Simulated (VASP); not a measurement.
## TiC: electric field gradients with PBEsol

Crystal: TiC.

```
CELL_PARAMETERS angstrom
0.00000 2.20644 2.20644
2.20644 0.00000 2.20644
2.20644 2.20644 0.00000
ATOMIC_POSITIONS crystal
Ti 0.00000 0.00000 0.00000
C 0.50000 0.50000 0.50000
```

```json
{"Program": "VASP 6.6.1", "Task": "electric field gradients", "Functional": "PBEsol", "Potentials or basis": "VASP PAW PBE potentials, release 64 (Ti_sv, C)", "Cutoff": "520 eV", "k mesh": "14 × 14 × 14", "Occupations": "fermi-dirac, width 0.03 eV", "Spin": "no spin polarisation", "Dipole correction": "no", "Further INCAR settings": "ALGO = Normal; EDIFF = 1e-08; NBANDS = 15"}
```

The pressure is -18.4 GPa, the band gap on the k mesh is zero (bands 8 and 9 overlap by 1.04 eV) and the largest electric field gradient by atom is zero within the noise of the run.

Levels at points of the mesh, in eV from the Fermi level:
| k point | band 5 | band 6 | band 7 | band 8 | band 9 | band 10 | band 11 | band 12 |
| --- | --- | --- | --- | --- | --- | --- | --- | --- |
| (0.00, 0.00, 0.00) | -12.09 | 0.65 | 0.65 | 0.65 | 1.62 | 1.62 | 1.65 | 1.65 |
| (0.50, 0.00, 0.00) | -8.83 | -5.61 | -2.71 | -2.71 | 2.71 | 2.71 | 3.81 | 7.70 |
| (0.50, 0.50, 0.00) | -9.83 | -3.38 | -1.50 | -0.05 | -0.05 | 2.54 | 3.27 | 3.27 |

It took 64 s on 1 thread of Intel Xeon 8259CL, on a shared host, peak memory 0.16 GiB.

Caveat: the cell stands under tension; the PAW data sets were made with another functional, which shifts forces and pressure a little.
